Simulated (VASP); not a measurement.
A run of VASP 6.6.1:

Contents of INCAR:

```
PREC     = Accurate       # precision mode
ENCUT    = 600            # plane-wave cutoff, eV
EDIFF    = 1E-6           # SCF threshold, eV
ISMEAR   = 0              # smearing method
SIGMA    = 0.1            # smearing width, eV
LREAL    = False          # projectors in reciprocal space
LASPH    = True           # aspherical terms in the spheres
NELM     = 120            # most SCF steps
ALGO     = Normal         # electronic algorithm
ISIF     = 2              # what is computed and relaxed
LWAVE    = False          # write WAVECAR
LCHARG   = False          # write CHGCAR
GGA      = PS             # functional
NBANDS   = 11             # bands
GGA_COMPAT= False
```

File KPOINTS:

```
Automatic mesh
0
Gamma
  8 8 8
```

File POSCAR:

```
MgO
1.0
    0.0000000000      2.1100000000      2.1100000000
    2.1100000000      0.0000000000      2.1100000000
    2.1100000000      2.1100000000      0.0000000000
Mg O
1 1
Direct
    0.0000000000      0.0000000000      0.0000000000
    0.5000000000      0.5000000000      0.5000000000
```

Potentials or basis: VASP PAW PBE potentials, release 64 (Mg, O).

Run with:

```bash
$ cat potpaw_PBE.64/Mg/POTCAR potpaw_PBE.64/O/POTCAR > POTCAR
$ mpirun -np 1 vasp_std > vasp.out
```

Hardware: 1 thread of Intel(R) Xeon(R) Platinum 8488C (Sapphire Rapids) (shared host).

**Question.** Estimate the wall time of this run.

**Answer.** Run time: 3.8 s on 1 thread of Intel(R) Xeon(R) Platinum 8488C (Sapphire Rapids), with other jobs on the host, peak memory 0.14 GiB. Counts: scf iterations 12, k points 29.
